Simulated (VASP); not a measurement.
# ZnO (P6_3mc) in VASP: notebook

The runs below take ZnO through single point, with PBE.

Program: VASP 6.6.1. These are calculated values, not measurements. Logs are shortened: lines on timing, memory, paths and dates and some standing lists are left out, and cuts for length are marked.

### Step 1. The cell of the first run

Symmetry: P6_3mc, No. 186, hexagonal system. Conventional cell: a = 3.235 Å, b = 3.235 Å, c = 5.081 Å, α = 90.00°, β = 90.00°, γ = 120.00°. Zn (site symmetry 3m) has 4 O at 1.95 to 1.97 Å within 2.6 Å. O (site symmetry 3m) has 4 Zn at 1.95 to 1.97 Å within 2.6 Å.

### Step 2. Single point, PBE (uniaxial z strain -2.5%)

INCAR reads:

```
SYSTEM = ZnO
ALGO = Normal
EDIFF = 1E-7
ENCUT = 520
GGA = PE
ISIF = 2
ISMEAR = -1
LASPH = .True.
LCHARG = .False.
LREAL = .False.
LWAVE = .False.
NBANDS = 26
NELM = 80
PREC = Accurate
SIGMA = 0.02
```

KPOINTS reads:

```
k-points
0
Gamma
  12 12 6
  0 0 0
```

POSCAR reads:

```
ZnO
1.0
    3.2353408614      0.0000000000      0.0000000000
   -1.6176704307      2.8018873759      0.0000000000
    0.0000000000      0.0000000000      5.0806780271
Zn O
2 2
Direct
    0.3333333333      0.6666666667     -0.0059025023
    0.6666666667      0.3333333333      0.4940974977
    0.3333333333      0.6666666667      0.3809025023
    0.6666666667      0.3333333333      0.8809025023
```

Potentials or basis: VASP PAW PBE potentials, release 64 (Zn, O).

Command:

```console
$ cat potpaw_PBE.64/Zn/POTCAR potpaw_PBE.64/O/POTCAR > POTCAR
$ mpirun -np 1 vasp_std > vasp.out
```

OUTCAR:

```text
SYSTEM = ZnO
   EDIFF = 1E-7
   ENCUT = 520
   GGA = PE
   ISIF = 2
   ISMEAR = -1
   LASPH = .True.
   LREAL = .False.
   NELM = 80
   PREC = Accurate

 ion  position               nearest neighbor table
   1  0.333  0.667  0.994-   4 1.95   4 1.95   4 1.95   3 1.97
   2  0.667  0.333  0.494-   3 1.95   3 1.95   3 1.95   4 1.97
   3  0.333  0.667  0.381-   2 1.95   2 1.95   2 1.95   1 1.97
   4  0.667  0.333  0.881-   1 1.95   1 1.95   1 1.95   2 1.97

  LATTYP: Found a hexagonal cell.
 ALAT       =     3.2353408614
 C/A-ratio  =     1.5703687014

  Lattice vectors:

 A1 = (   3.2353408614,   0.0000000000,   0.0000000000)
 A2 = (  -1.6176704307,   2.8018873759,   0.0000000000)
 A3 = (   0.0000000000,   0.0000000000,   5.0806780271)

Analysis of symmetry for initial positions (statically):
=====================================================================
 Subroutine PRICEL returns:
 Original cell was already a primitive cell.

 Routine SETGRP: Setting up the symmetry group for a
 hexagonal supercell.

 Subroutine GETGRP returns: Found 12 space group operations
 (whereof  6 operations were pure point group operations)
 out of a pool of 24 trial point group operations.

The static configuration has the point symmetry C_3v.
 The point group associated with its full space group is C_6v.

Analysis of symmetry for dynamics (positions and initial velocities):
=====================================================================
 Subroutine PRICEL returns:
 Original cell was already a primitive cell.

 Routine SETGRP: Setting up the symmetry group for a
 hexagonal supercell.

 Subroutine GETGRP returns: Found 12 space group operations
 (whereof  6 operations were pure point group operations)
 out of a pool of 24 trial point group operations.

The dynamic configuration has the point symmetry C_3v.
 The point group associated with its full space group is C_6v.

 Subroutine INISYM returns: Found 12 space group operations
 (whereof  6 operations are pure point group operations),
 and found     1 'primitive' translations

----------------------------------------------------------------------------------------

                                     Primitive cell

  volume of cell :      46.0567

  direct lattice vectors                    reciprocal lattice vectors
     3.235340861  0.000000000  0.000000000     0.309086443  0.178451141  0.000000000
    -1.617670431  2.801887376  0.000000000     0.000000000  0.356902283  0.000000000
     0.000000000  0.000000000  5.080678027     0.000000000  0.000000000  0.196824124

  length of vectors
     3.235340861  3.235340861  5.080678027     0.356902283  0.356902283  0.196824124

  position of ions in fractional coordinates (direct lattice)
     0.333333333  0.666666667  0.994097498
     0.666666667  0.333333333  0.494097498
     0.333333333  0.666666667  0.380902502
     0.666666667  0.333333333  0.880902502

  ion indices of the primitive-cell ions
   primitive index   ion index
                 1           1
                 2           2
                 3           3
                 4           4

----------------------------------------------------------------------------------------

 KPOINTS: k-points

Automatic generation of k-mesh.
 Grid dimensions read from file:
 generate k-points for:   12   12    6

 Generating k-lattice:

  Cartesian coordinates                     Fractional coordinates (reciprocal lattice)
     0.025757204  0.014870928  0.000000000     0.083333333  0.000000000  0.000000000
     0.000000000  0.029741857  0.000000000     0.000000000  0.083333333  0.000000000
     0.000000000  0.000000000  0.032804021     0.000000000  0.000000000  0.166666667

  Length of vectors
     0.029741857  0.029741857  0.032804021

  Shift w.r.t. Gamma in fractional coordinates (k-lattice)
     0.000000000  0.000000000  0.000000000

 Subroutine IBZKPT returns following result:
 ===========================================

 Found     76 irreducible k-points:

 Following reciprocal coordinates:
            Coordinates               Weight
  0.000000  0.000000  0.000000      1.000000
  0.083333  0.000000  0.000000      6.000000
  0.166667  0.000000  0.000000      6.000000
  0.250000 -0.000000  0.000000      6.000000
  0.333333 -0.000000  0.000000      6.000000
  0.416667  0.000000  0.000000      6.000000
[... 16 lines left out ...]
  0.250000 -0.000000  0.166667     12.000000
  0.333333 -0.000000  0.166667     12.000000
 [... further k-points ...]
   k-points           NKPTS =     76   k-points in BZ     NKDIM =     76   number of bands    NBANDS=     26
   number of dos      NEDOS =    301   number of ions     NIONS =      4
   total plane-waves  NPLWV =  23040
   dimension x,y,z NGX =    24 NGY =   24 NGZ =   40
   dimension x,y,z NGXF=    48 NGYF=   48 NGZF=   80
   ions per type =               2   2
   NGX,Y,Z   is equivalent  to a cutoff of  12.33, 12.33, 13.09 a.u.
   NGXF,Y,Z  is equivalent  to a cutoff of  24.66, 24.66, 26.18 a.u.
 SYSTEM =  ZnO
   PREC   = accura    normal or accurate (medium, high low for compatibility)
   ISTART =      0    job   : 0-new  1-cont  2-samecut
   ICHARG =      2    charge: 1-file 2-atom 10-const
   ISPIN  =      1    spin polarized calculation?
   LNONCOLLINEAR =      F non collinear calculations
   LSORBIT =      F    spin-orbit coupling
   LASPH  =      T    aspherical Exc in radial PAW
   ENCUT  =  520.0 eV  38.22 Ry    6.18 a.u.   6.02  6.02  9.45*2*pi/ulx,y,z
   NELM   =     80;   NELMIN=  2; NELMDL= -5     # of ELM steps
   EDIFF  = 0.1E-06   stopping-criterion for ELM
   LREAL  =      F    real-space projection
   EDIFFG = 0.1E-05   stopping-criterion for IOM
   NSW    =      0    number of steps for IOM
   IBRION =     -1    ionic relax: 0-MD 1-quasi-New 2-CG
   NFREE  =      0    steps in history (QN), initial steepest desc. (CG)
   ISIF   =      2    stress and relaxation
   ISYM   =      2    0-nonsym 1-usesym 2-fastsym
   POTIM  = 0.5000    time-step for ionic-motion
   TEBEG  =    0.0;   TEEND  =   0.0 temperature during run
   PSTRESS=    0.0 pullay stress
   NELECT =      36.0000    total number of electrons
   NUPDOWN=      -1.0000    fix difference up-down
   EMIN   =  10.00;   EMAX   =-10.00  energy-range for DOS
   EFERMI =   0.00;   METHOD = LEGACY
   ISMEAR =    -1;   SIGMA  =   0.02  broadening in eV -4-tet -1-fermi 0-gaus
   EFERMI_NEDOS =   21; number of points for ismear=-14 and -15
   IALGO  =     38    algorithm
   IMIX   =      4    mixing-type and parameters
     AMIX     =   0.40;   BMIX     =  1.00
     AMIX_MAG =   1.60;   BMIX_MAG =  1.00
  volume/ion in A,a.u.               =      11.51        77.70
  Fermi-wavevector in a.u.,A,eV,Ry     =   1.508035  2.849774 30.941971  2.274171
  Thomas-Fermi vector in A             =   2.618543
   LORBIT       =      0    0 simple, 1 ext, 2 COOP (PROOUT), +10 PAW based schemes
   GGA     = PE    functional components
   LHFCALC =     F    Hartree Fock is set to
   AEXX    =    0.0000 exact exchange contribution
   IVDW    =     0    specifies the selected vdW correction
   LEPSILON=     F    determine dielectric tensor
   LRPA    =     F    only Hartree local field effects (RPA)
 non-spin polarized calculation
  energy-cutoff  :      520.00
  volume of cell :       46.06
 maximum number of plane-waves:      1257
   NGX = 13   NGY = 13   NGZ = 19

 number of electron      36.0000033 magnetization

 Free energy of the ion-electron system (eV)
  ---------------------------------------------------
  ext. energy  EPLUGINS =         0.00000000
  ---------------------------------------------------
  free energy    TOTEN  =       -17.73339380 eV

  energy without entropy =      -17.73339380  energy(sigma->0) =      -17.73339380

 E-fermi :   1.8692     XC(G=0): -11.0877

 val. band max:        1.4985368110   @ k =   0.0000   0.0000   0.0000
 cond. band min:       2.3579107019   @ k =   0.0000   0.0000   0.0000
 fundamental gap:      0.8593738909
 Fermi energy:         1.8691935309

 k-point     1 :       0.0000    0.0000    0.0000
  band No.  band energies     occupation
      1     -16.8514      2.00000
      2     -16.0403      2.00000
      3      -4.3705      2.00000
      4      -4.3705      2.00000
      5      -4.2877      2.00000
      6      -4.2089      2.00000
[... 18 lines left out ...]
     25      15.6886      0.00000
     26      16.2065      0.00000

 k-point     2 :       0.0833    0.0000    0.0000
  band No.  band energies     occupation
      1     -16.8111      2.00000
      2     -16.0235      2.00000
      3      -4.4191      2.00000
      4      -4.3449      2.00000
      5      -4.2420      2.00000
      6      -4.1978      2.00000
[... 18 lines left out ...]
     25      15.8069      0.00000
     26      16.2899      0.00000

 k-point     3 :       0.1667    0.0000    0.0000
  band No.  band energies     occupation
      1     -16.6979      2.00000
      2     -15.9797      2.00000
      3      -4.5330      2.00000
      4      -4.2763      2.00000
      5      -4.2402      2.00000
      6      -4.1251      2.00000
[... 18 lines left out ...]
     25      15.8571      0.00000
     26      15.9833      0.00000

 k-point     4 :       0.2500   -0.0000    0.0000
  band No.  band energies     occupation
      1     -16.5328      2.00000
      2     -15.9253      2.00000
      3      -4.6467      2.00000
      4      -4.2815      2.00000
      5      -4.1893      2.00000
      6      -4.0223      2.00000
[... 18 lines left out ...]
     25      14.9568      0.00000
     26      15.8983      0.00000
[... 496 lines left out ...]
      1     -16.6511      2.00000
      2     -16.0290      2.00000
      3      -4.5626      2.00000
      4      -4.3816      2.00000
      5      -4.2690      2.00000
      6      -4.1559      2.00000
[... 18 lines left out ...]
     25      15.0541      0.00000
     26      15.7253      0.00000

 k-point    23 :       0.2500   -0.0000    0.1667
  band No.  band energies     occupation
      1     -16.4922      2.00000
      2     -15.9657      2.00000
      3      -4.6797      2.00000
      4      -4.4070      2.00000
      5      -4.1776      2.00000
      6      -4.0576      2.00000
[... 18 lines left out ...]
     25      14.9476      0.00000
     26      15.7264      0.00000

 k-point    24 :       0.3333   -0.0000    0.1667
  band No.  band energies     occupation
      1     -16.3173      2.00000
      2     -15.9125      2.00000
      3      -4.7383      2.00000
      4      -4.4496      2.00000
      5      -4.0970      2.00000
      6      -3.9442      2.00000
[... 18 lines left out ...]
     25      15.1304      0.00000
     26      15.6702      0.00000

 [... further k-points ...]
[... 5 lines left out ...]
  --------------------------------------------------------------------------------------
  -------------------------------------------------------------------------------------
  Total        3.0299340      3.0299340      3.7137432      0.0000000      0.0000000      0.0000000
  in kB      105.4026079    105.4026079    129.1903442      0.0000000      0.0000000      0.0000000
  external PRESSURE =     113.3318533 kB  Pullay stress =       0.0000000 kB

 VOLUME and BASIS-vectors are now :
 -----------------------------------------------------------------------------
  energy-cutoff  :      520.00
  volume of cell :       46.06
      direct lattice vectors                 reciprocal lattice vectors
     3.235340861  0.000000000  0.000000000     0.309086443  0.178451141  0.000000000
    -1.617670431  2.801887376  0.000000000     0.000000000  0.356902283  0.000000000
     0.000000000  0.000000000  5.080678027     0.000000000  0.000000000  0.196824124

 POSITION                                       TOTAL-FORCE (eV/Angst)
 -----------------------------------------------------------------------------------
     -0.00000      1.86792      5.05069        -0.000000      0.000000     -0.012373
      1.61767      0.93396      2.51035         0.000000     -0.000000     -0.012373
     -0.00000      1.86792      1.93524        -0.000000      0.000000      0.012373
      1.61767      0.93396      4.47558        -0.000000     -0.000000      0.012373
 -----------------------------------------------------------------------------------
    total drift:                                0.000001      0.000001     -0.001264

  FREE ENERGIE OF THE ION-ELECTRON SYSTEM (eV)
  ---------------------------------------------------
  free  energy   TOTEN  =       -17.7333938022 eV

  energy  without entropy=      -17.7333938022  energy(sigma->0) =      -17.73339380
```

Run time: 40 s. Hardware: 1 thread of Intel Xeon Platinum 8488C (Sapphire Rapids), shared host; peak memory 0.2 GiB.

Results:

| Item | Value |
| --- | --- |
| Free energy | -17.7334 eV |
| Pressure | 11.3 GPa |
| Largest force | 0.012 eV/Å |
| Band gap on the k mesh | 0.86 eV, direct |

Forces in eV/Å, atoms in the order of the input:
```
Zn   0.000  0.000 -0.012
Zn   0.000  0.000 -0.012
O    0.000  0.000  0.012
O    0.000  0.000  0.012
```

Stress tensor (GPa, compression positive):
```
10.54  0.00  0.00
 0.00 10.54  0.00
 0.00  0.00 12.92
```

Levels at points of the mesh, in eV from the valence-band top:
```
           k point  band 15  band 16  band 17  band 18  band 19  band 20  band 21  band 22
(0.00, 0.00, 0.00)    -0.83    -0.11     0.00     0.00     0.86     5.24     8.54    12.83
(0.50, 0.00, 0.00)    -2.88    -2.42    -1.28    -0.93     5.91     6.88     7.84     8.59
(0.00, 0.00, 0.50)    -0.41    -0.41    -0.41    -0.41     3.57     3.57    10.35    10.35
(0.50, 0.00, 0.50)    -1.63    -1.63    -1.31    -1.31     5.82     5.82     8.61     8.61
```

Caveat: the cell differs from its parent crystal (uniaxial z strain -2.5%).

[end of part 1 of 2]
